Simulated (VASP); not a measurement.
# Al2Cu (P4/mmm) in VASP: further runs

The runs below take Al2Cu through single point, with PBE.

Everything below comes from runs of VASP 6.6.1. Logs are shortened: lines on timing, memory, paths and dates and some standing lists are left out, and cuts for length are marked.

**1. The cell of the first run**

The structure is tetragonal, space group P4/mmm (No. 123). The conventional cell has a = 4.314 Å, b = 4.314 Å, c = 3.039 Å, α = 90.00°, β = 90.00°, γ = 90.00°. Al (site symmetry mmm) has 4 Cu at 2.64 Å and 6 Al at 3.04 to 3.05 Å within 3.5 Å. Cu (site symmetry 4/mmm) has 8 Al at 2.64 Å and 2 Cu at 3.04 Å within 3.5 Å.

**2. Single point, PBE**

INCAR reads:

```
PREC     = Accurate       # precision mode
ENCUT    = 520            # plane-wave cutoff, eV
EDIFF    = 1E-6           # SCF threshold, eV
ISMEAR   = 0              # smearing method
SIGMA    = 0.15           # smearing width, eV
LREAL    = False          # projectors in reciprocal space
LASPH    = True           # aspherical terms in the spheres
NELM     = 60             # most SCF steps
ALGO     = Fast           # electronic algorithm
ISIF     = 2              # what is computed and relaxed
LWAVE    = False          # write WAVECAR
LCHARG   = True           # write CHGCAR
GGA      = PE             # functional
LELF     = True           # ELF
LVHAR    = True         
NBANDS   = 16             # bands
```

KPOINTS reads:

```
regular mesh
0
Gamma
  10 10 14
```

POSCAR reads:

```
Al2Cu
1.0
    4.3135000000      0.0000000000      0.0000000000
    0.0000000000      4.3135000000      0.0000000000
    0.0000000000      0.0000000000      3.0386000000
Al Cu
2 1
Direct
    0.5000000000      0.0000000000      0.5000000000
    0.0000000000      0.5000000000      0.5000000000
    0.0000000000      0.0000000000      0.0000000000
```

Potentials or basis: VASP PAW PBE potentials, release 64 (Al, Cu).

On the command line:

```console
$ cat potpaw_PBE.64/Al/POTCAR potpaw_PBE.64/Cu/POTCAR > POTCAR
$ mpirun -np 1 vasp_std > vasp.out
```

OUTCAR:

```text
PREC = Accurate
   ENCUT = 520
   EDIFF = 1E-6
   ISMEAR = 0
   LREAL = False
   LASPH = True
   NELM = 60
   ISIF = 2
   GGA = PE

 ion  position               nearest neighbor table
   1  0.500  0.000  0.500-   3 2.64   3 2.64   3 2.64   3 2.64   2 3.05   2 3.05   2 3.05   2 3.05

   2  0.000  0.500  0.500-   3 2.64   3 2.64   3 2.64   3 2.64   1 3.05   1 3.05   1 3.05   1 3.05

   3  0.000  0.000  0.000-   1 2.64   2 2.64   1 2.64   2 2.64   2 2.64   2 2.64   1 2.64   1 2.64

  LATTYP: Found a simple tetragonal cell.
 ALAT       =     4.3135000000
 C/A-ratio  =     0.7044395502

  Lattice vectors:

 A1 = (   4.3135000000,   0.0000000000,   0.0000000000)
 A2 = (   0.0000000000,   4.3135000000,   0.0000000000)
 A3 = (   0.0000000000,   0.0000000000,   3.0386000000)

Analysis of symmetry for initial positions (statically):
=====================================================================
 Subroutine PRICEL returns:
 Original cell was already a primitive cell.

 Routine SETGRP: Setting up the symmetry group for a
 simple tetragonal supercell.

 Subroutine GETGRP returns: Found 16 space group operations
 (whereof 16 operations were pure point group operations)
 out of a pool of 16 trial point group operations.

The static configuration has the point symmetry D_4h.

Analysis of symmetry for dynamics (positions and initial velocities):
=====================================================================
 Subroutine PRICEL returns:
 Original cell was already a primitive cell.

 Routine SETGRP: Setting up the symmetry group for a
 simple tetragonal supercell.

 Subroutine GETGRP returns: Found 16 space group operations
 (whereof 16 operations were pure point group operations)
 out of a pool of 16 trial point group operations.

The dynamic configuration has the point symmetry D_4h.

 Subroutine INISYM returns: Found 16 space group operations
 (whereof 16 operations are pure point group operations),
 and found     1 'primitive' translations

----------------------------------------------------------------------------------------

                                     Primitive cell

  volume of cell :      56.5370

  direct lattice vectors                    reciprocal lattice vectors
     4.313500000  0.000000000  0.000000000     0.231830300  0.000000000  0.000000000
     0.000000000  4.313500000  0.000000000     0.000000000  0.231830300  0.000000000
     0.000000000  0.000000000  3.038600000     0.000000000  0.000000000  0.329098927

  length of vectors
     4.313500000  4.313500000  3.038600000     0.231830300  0.231830300  0.329098927

  position of ions in fractional coordinates (direct lattice)
     0.500000000  0.000000000  0.500000000
     0.000000000  0.500000000  0.500000000
     0.000000000  0.000000000  0.000000000

  ion indices of the primitive-cell ions
   primitive index   ion index
                 1           1
                 2           2
                 3           3

----------------------------------------------------------------------------------------

 KPOINTS: regular mesh

Automatic generation of k-mesh.
 Grid dimensions read from file:
 generate k-points for:   10   10   14

 Generating k-lattice:

  Cartesian coordinates                     Fractional coordinates (reciprocal lattice)
     0.023183030  0.000000000  0.000000000     0.100000000  0.000000000  0.000000000
     0.000000000  0.023183030  0.000000000     0.000000000  0.100000000  0.000000000
     0.000000000  0.000000000  0.023507066     0.000000000  0.000000000  0.071428571

  Length of vectors
     0.023183030  0.023183030  0.023507066

  Shift w.r.t. Gamma in fractional coordinates (k-lattice)
     0.000000000  0.000000000  0.000000000

 Subroutine IBZKPT returns following result:
 ===========================================

 Found    168 irreducible k-points:

 Following reciprocal coordinates:
            Coordinates               Weight
  0.000000  0.000000  0.000000      1.000000
  0.100000  0.000000  0.000000      4.000000
  0.200000  0.000000  0.000000      4.000000
  0.300000  0.000000  0.000000      4.000000
  0.400000  0.000000  0.000000      4.000000
  0.500000  0.000000  0.000000      2.000000
[... 16 lines left out ...]
  0.100000  0.000000  0.071429      8.000000
  0.200000  0.000000  0.071429      8.000000
 [... further k-points ...]
   k-points           NKPTS =    168   k-points in BZ     NKDIM =    168   number of bands    NBANDS=     16
   number of dos      NEDOS =    301   number of ions     NIONS =      3
   total plane-waves  NPLWV =  24576
   dimension x,y,z NGX =    32 NGY =   32 NGZ =   24
   dimension x,y,z NGXF=    64 NGYF=   64 NGZF=   48
   ions per type =               2   1
   NGX,Y,Z   is equivalent  to a cutoff of  12.33, 12.33, 13.13 a.u.
   NGXF,Y,Z  is equivalent  to a cutoff of  24.67, 24.67, 26.26 a.u.
 SYSTEM =  unknown system
   PREC   = accura    normal or accurate (medium, high low for compatibility)
   ISTART =      0    job   : 0-new  1-cont  2-samecut
   ICHARG =      2    charge: 1-file 2-atom 10-const
   ISPIN  =      1    spin polarized calculation?
   LNONCOLLINEAR =      F non collinear calculations
   LSORBIT =      F    spin-orbit coupling
   LASPH  =      T    aspherical Exc in radial PAW
   ENCUT  =  520.0 eV  38.22 Ry    6.18 a.u.   8.02  8.02  5.65*2*pi/ulx,y,z
   NELM   =     60;   NELMIN=  2; NELMDL= -5     # of ELM steps
   EDIFF  = 0.1E-05   stopping-criterion for ELM
   LREAL  =      F    real-space projection
   EDIFFG = 0.1E-04   stopping-criterion for IOM
   NSW    =      0    number of steps for IOM
   IBRION =     -1    ionic relax: 0-MD 1-quasi-New 2-CG
   NFREE  =      0    steps in history (QN), initial steepest desc. (CG)
   ISIF   =      2    stress and relaxation
   ISYM   =      2    0-nonsym 1-usesym 2-fastsym
   POTIM  = 0.5000    time-step for ionic-motion
   TEBEG  =    0.0;   TEEND  =   0.0 temperature during run
   PSTRESS=    0.0 pullay stress
   NELECT =      17.0000    total number of electrons
   NUPDOWN=      -1.0000    fix difference up-down
   EMIN   =  10.00;   EMAX   =-10.00  energy-range for DOS
   EFERMI =   0.00;   METHOD = LEGACY
   ISMEAR =     0;   SIGMA  =   0.15  broadening in eV -4-tet -1-fermi 0-gaus
   EFERMI_NEDOS =   21; number of points for ismear=-14 and -15
   IALGO  =     68    algorithm
   IMIX   =      4    mixing-type and parameters
     AMIX     =   0.40;   BMIX     =  1.00
     AMIX_MAG =   1.60;   BMIX_MAG =  1.00
  volume/ion in A,a.u.               =      18.85       127.18
  Fermi-wavevector in a.u.,A,eV,Ry     =   1.096765  2.072585 16.366347  1.202893
  Thomas-Fermi vector in A             =   2.233113
   LORBIT       =      0    0 simple, 1 ext, 2 COOP (PROOUT), +10 PAW based schemes
   GGA     = PE    functional components
   LHFCALC =     F    Hartree Fock is set to
   AEXX    =    0.0000 exact exchange contribution
   IVDW    =     0    specifies the selected vdW correction
   LEPSILON=     F    determine dielectric tensor
   LRPA    =     F    only Hartree local field effects (RPA)
 non-spin polarized calculation
 RMM-DIIS sequential band-by-band and
 Gauss-broadening in eV      SIGMA  =   0.15
  energy-cutoff  :      520.00
  volume of cell :       56.54
 maximum number of plane-waves:      1548
   NGX = 17   NGY = 17   NGZ = 11

 number of electron      16.9999989 magnetization

 Free energy of the ion-electron system (eV)
  ---------------------------------------------------
  ext. energy  EPLUGINS =         0.00000000
  ---------------------------------------------------
  free energy    TOTEN  =       -11.06403269 eV

  energy without entropy =      -11.05019395  energy(sigma->0) =      -11.05711332

 E-fermi :   5.6505     XC(G=0):  -9.7935

 val. band max:        5.6470591068   @ k =   0.5000   0.2000   0.3571
 cond. band min:       5.6891086149   @ k =   0.5000   0.1000   0.3571
 fundamental gap:      0.0420495081
 Fermi energy:         5.6504984661

 k-point     1 :       0.0000    0.0000    0.0000
  band No.  band energies     occupation
      1      -3.8472      2.00000
      2       0.9215      2.00000
      3       1.5529      2.00000
      4       2.0487      2.00000
      5       2.1981      2.00000
      6       2.1981      2.00000
[... 8 lines left out ...]
     15      12.5237      0.00000
     16      16.3796      0.00000

 k-point     2 :       0.1000    0.0000    0.0000
  band No.  band energies     occupation
      1      -3.7712      2.00000
      2       0.8609      2.00000
      3       1.5339      2.00000
      4       2.0282      2.00000
      5       2.1950      2.00000
      6       2.1985      2.00000
[... 8 lines left out ...]
     15      13.4635      0.00000
     16      16.1776      0.00000

 k-point     3 :       0.2000    0.0000    0.0000
  band No.  band energies     occupation
      1      -3.5460      2.00000
      2       0.5651      2.00000
      3       1.4830      2.00000
      4       1.9802      2.00000
      5       2.1867      2.00000
      6       2.1994      2.00000
[... 8 lines left out ...]
     15      15.0397      0.00000
     16      15.6012      0.00000

 k-point     4 :       0.3000    0.0000    0.0000
  band No.  band energies     occupation
      1      -3.1840      2.00000
      2      -0.0877      2.00000
      3       1.4493      2.00000
      4       1.9292      2.00000
      5       2.0850      2.00000
      6       2.1765      2.00000
[... 8 lines left out ...]
     15      14.8647      0.00000
     16      16.7870      0.00000

 k-point     5 :       0.4000    0.0000    0.0000
  band No.  band energies     occupation
      1      -2.7305      2.00000
      2      -0.8340      2.00000
      3       1.4481      2.00000
      4       1.8929      2.00000
      5       1.9997      2.00000
      6       2.1683      2.00000
[... 8 lines left out ...]
     15      14.3573      0.00000
     16      16.1628      0.00000

 k-point     6 :       0.5000    0.0000    0.0000
  band No.  band energies     occupation
      1      -2.4328      2.00000
      2      -1.2436      2.00000
      3       1.4515      2.00000
      4       1.8800      2.00000
      5       1.9827      2.00000
      6       2.1652      2.00000
[... 8 lines left out ...]
     15      14.1059      0.00000
     16      15.5367      0.00000
[... 267 lines left out ...]
 k-point    21 :       0.5000    0.5000    0.0000
  band No.  band energies     occupation
      1      -0.6330      2.00000
      2      -0.2979      2.00000
      3      -0.2979      2.00000
      4       1.1150      2.00000
      5       1.9368      2.00000
      6       2.0752      2.00000
[... 8 lines left out ...]
     15      14.5181      0.00000
     16      14.5211      0.00000

 k-point    22 :       0.0000    0.0000    0.0714
  band No.  band energies     occupation
      1      -3.7642      2.00000
      2       0.9543      2.00000
      3       1.5809      2.00000
      4       2.0553      2.00000
      5       2.1223      2.00000
      6       2.1223      2.00000
[... 8 lines left out ...]
     15      13.5472      0.00000
     16      15.6197      0.00000

 k-point    23 :       0.1000    0.0000    0.0714
  band No.  band energies     occupation
      1      -3.6882      2.00000
      2       0.8953      2.00000
      3       1.5626      2.00000
      4       2.0329      2.00000
      5       2.1116      2.00000
      6       2.1283      2.00000
[... 8 lines left out ...]
     15      13.9236      0.00000
     16      15.3024      0.00000

 k-point    24 :       0.2000    0.0000    0.0714
  band No.  band energies     occupation
      1      -3.4633      2.00000
      2       0.6086      2.00000
      3       1.5125      2.00000
      4       1.9857      2.00000
      5       2.0761      2.00000
      6       2.1361      2.00000
[... 8 lines left out ...]
     15      14.6752      0.00000
     16      15.0920      0.00000

 [... further k-points ...]
[... 5 lines left out ...]
  --------------------------------------------------------------------------------------
  -------------------------------------------------------------------------------------
  Total       -3.1403451     -3.1403451     -3.4096940      0.0000000      0.0000000      0.0000000
  in kB      -88.9927885    -88.9927885    -96.6257449      0.0000000      0.0000000      0.0000000
  external PRESSURE =     -91.5371073 kB  Pullay stress =       0.0000000 kB

 VOLUME and BASIS-vectors are now :
 -----------------------------------------------------------------------------
  energy-cutoff  :      520.00
  volume of cell :       56.54
      direct lattice vectors                 reciprocal lattice vectors
     4.313500000  0.000000000  0.000000000     0.231830300  0.000000000  0.000000000
     0.000000000  4.313500000  0.000000000     0.000000000  0.231830300  0.000000000
     0.000000000  0.000000000  3.038600000     0.000000000  0.000000000  0.329098927

 POSITION                                       TOTAL-FORCE (eV/Angst)
 -----------------------------------------------------------------------------------
      2.15675      0.00000      1.51930         0.000000      0.000000      0.000000
      0.00000      2.15675      1.51930         0.000000      0.000000      0.000000
      0.00000      0.00000      0.00000         0.000000      0.000000      0.000000
 -----------------------------------------------------------------------------------
    total drift:                               -0.000000      0.000000      0.000000

  FREE ENERGIE OF THE ION-ELECTRON SYSTEM (eV)
  ---------------------------------------------------
  free  energy   TOTEN  =       -11.0640326901 eV

  energy  without entropy=      -11.0501939496  energy(sigma->0) =      -11.05711332
```

Wall time 50 s (1 thread of Intel Xeon 6975P-C (Granite Rapids), shared host); peak memory 0.26 GiB.

What came out:

| Property | Result |
| --- | --- |
| Free energy | -11.0640 eV |
| Pressure | -9.2 GPa |

**3. Single point, PBE**

This run uses another cell than the first one, of 19.20 Å³/atom, 1.019 times its volume.

INCAR reads:

```
ALGO = Fast
EDIFF = 1E-6
ENCUT = 520
GGA = PE
ISIF = 2
ISMEAR = 0
LASPH = T
LCHARG = F
LREAL = F
LWAVE = F
NBANDS = 16
NELM = 60
PREC = Accurate
SIGMA = 0.15
```

KPOINTS reads:

```
k-points
0
Gamma
  10 10 14
```

POSCAR reads:

```
Al2Cu
1.0
    4.4096000000      0.0000000000      0.0000000000
    0.0000000000      4.4096000000      0.0000000000
    0.0000000000      0.0000000000      2.9617000000
Al Cu
2 1
Direct
    0.5000000000      0.0000000000      0.5000000000
    0.0000000000      0.5000000000      0.5000000000
    0.0000000000      0.0000000000      0.0000000000
```

Potentials or basis: VASP PAW PBE potentials, release 64 (Al, Cu).

On the command line:

```console
$ cat potpaw_PBE.64/Al/POTCAR potpaw_PBE.64/Cu/POTCAR > POTCAR
$ mpirun -np 1 vasp_std > vasp.out
```

Run time: 64 s. Hardware: 1 thread of Intel Xeon 6975P-C (Granite Rapids), shared host; peak memory 0.28 GiB.

The run converged. Its results:

- Free energy: -11.0046 eV
- Pressure: -9.9 GPa

Stress tensor (GPa, compression positive):
```
-10.05   0.00   0.00
  0.00 -10.05   0.00
  0.00   0.00  -9.54
```

Levels at points of the mesh, in eV from the Fermi level:
| k point | band 5 | band 6 | band 7 | band 8 | band 9 | band 10 | band 11 | band 12 | band 13 | band 14 |
| --- | --- | --- | --- | --- | --- | --- | --- | --- | --- | --- |
| (0.00, 0.00, 0.00) | -3.40 | -3.40 | -2.16 | -2.16 | -0.88 | 0.82 | 4.96 | 4.96 | 6.22 | 6.47 |
| (0.50, 0.00, 0.00) | -3.72 | -3.42 | -3.40 | -1.04 | 0.99 | 1.26 | 1.38 | 7.43 | 7.46 | 8.18 |
| (0.50, 0.50, 0.00) | -3.76 | -3.65 | -3.42 | -3.42 | -2.09 | 7.88 | 7.97 | 7.97 | 8.06 | 9.44 |
| (0.00, 0.00, 0.50) | -4.05 | -3.47 | -2.51 | 1.80 | 2.14 | 2.29 | 2.29 | 2.81 | 2.81 | 3.29 |
| (0.50, 0.00, 0.50) | -3.54 | -3.52 | -2.51 | -2.05 | -1.52 | 3.40 | 3.80 | 3.88 | 3.90 | 4.92 |
| (0.50, 0.50, 0.50) | -3.36 | -2.76 | -1.95 | -1.95 | -0.56 | -0.43 | -0.43 | -0.39 | 2.68 | 9.59 |
